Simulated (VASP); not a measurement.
MoP:

```
CELL_PARAMETERS angstrom
3.22300 0.00000 0.00000
-1.61150 2.79120 0.00000
0.00000 0.00000 3.19100
ATOMIC_POSITIONS crystal
Mo 0.00000 0.00000 0.00000
P 0.33333 0.66667 0.50000
```

Base run:

| Item | Value |
| --- | --- |
| Program | VASP 6.6.1 |
| Functional | PBE |
| Potentials or basis | VASP PAW PBE potentials, release 64 (Mo_sv, P) |
| Cutoff | 500 eV |
| k mesh | 15 × 15 × 13 |
| Occupations | fermi-dirac, width 0.08 eV |
| Spin | non-collinear spin, zero start, spin-orbit coupling |
| Starting moments | [[0.0, 0.0, 0.0], [0.0, 0.0, 0.0]] μB |

Its results: pressure 2.9 GPa; net moment 0.00 μB per cell.

The run is repeated on the same cell with these changes: cutoff from 500 eV to 400 eV; further incar settings from ALGO = Normal; EDIFF = 1e-06; NBANDS = 31 to ALGO = Normal; EDIFF = 1e-08; NBANDS = 31. What comes out?

Pressure 2.4 GPa; net moment 0.00 μB per cell.
